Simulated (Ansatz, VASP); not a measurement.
## Two plane-wave programs on AlN

Contents of INCAR:

```
ALGO     = Normal         # electronic algorithm
EDIFF    = 1E-8           # SCF threshold, eV
ENCUT    = 520            # plane-wave cutoff, eV
GGA      = PS             # functional
ISIF     = 2              # what is computed and relaxed
ISMEAR   = -1             # smearing method
LASPH    = True           # aspherical terms in the spheres
LCHARG   = False          # write CHGCAR
LEFG     = True         
LREAL    = False          # projectors in reciprocal space
LWAVE    = False          # write WAVECAR
NBANDS   = 16             # bands
NELM     = 80             # most SCF steps
PREC     = Accurate       # precision mode
SIGMA    = 0.02           # smearing width, eV
```

Contents of KPOINTS:

```
k-points
0
Gamma
  11 11 6
```

POSCAR

```
AlN
1.0
    3.1110021516      0.0311100215      0.0311100215
   -1.5285590069      2.6786518837      0.0113870582
    0.0497800000      0.0497800000      4.9780000000
Al N
2 2
Direct
    0.3333333333      0.6666666667      0.0000000000
    0.6666666667      0.3333333333      0.5000000000
    0.3333333333      0.6666666667      0.3850000000
    0.6666666667      0.3333333333      0.8850000000
```

Input for Ansatz:

```yaml
crystal:
  lattice:
    - [3.1110021516, 0.0311100215, 0.0311100215]
    - [-1.5285590069, 2.6786518837, 0.0113870582]
    - [0.04978, 0.04978, 4.978]
  atoms:
    - { symbol: Al, position: [0.3333333333, 0.6666666667, 0.0] }
    - { symbol: Al, position: [0.6666666667, 0.3333333333, 0.5] }
    - { symbol: "N", position: [0.3333333333, 0.6666666667, 0.385] }
    - { symbol: "N", position: [0.6666666667, 0.3333333333, 0.885] }
kpoints:
  mp_grid: { grid: [11, 11, 6] }
scf:
  occupations: { method: fermi_dirac, width: 0.02 }
hamiltonian:
  xc: pbesol
  pseudopotentials: { kind: paw }
output:
  forces: true
  stress: true
  eigenvalues: true
  efg: { contact_densities: true }
  write_density: true
  write_potential: true
  elf: true
  volumetric_format: npy
```

Change from the starting cell: equal xy, yz and zx shear strains of +2 %, PAW files.

Alike in both runs: task electric field gradients; functional PBEsol; k mesh 11 × 11 × 6; occupations fermi-dirac, width 0.02 eV; no spin polarisation.

|  | VASP | Ansatz |
| --- | --- | --- |
| version | VASP 6.6.1 | Ansatz 0.2.0 |
| potentials or method | VASP PAW PBE potentials, release 64 (Al, N) | PAW with Ansatz's default frozen-core files, scalar-relativistic |
| plane-wave cutoff (eV) | 520 | 420 |
| valence electrons in the cell | 16 | 16 |

|  | VASP | Ansatz | Ansatz less VASP |
| --- | --- | --- | --- |
| gap on the k mesh at the Fermi level (eV) | 4.06 | 4.04 | -0.016 |
| pressure (GPa) | 0.7 | 0.7 | +0.02 |
| traceless stress, the component that is largest in VASP (GPa) | -3.60 | -3.56 | +0.041 |
| rms of the force components (eV/Å) | 0.178 | 0.175 | -0.0025 |
| size of Vzz on the site where it differs most (V/Å²) | 9.1 | 8.8 | -0.35 |

VASP's potentials were made for PBE, not for PBEsol. Atom by atom the forces differ by 0.003 eV/Å (rms over components).
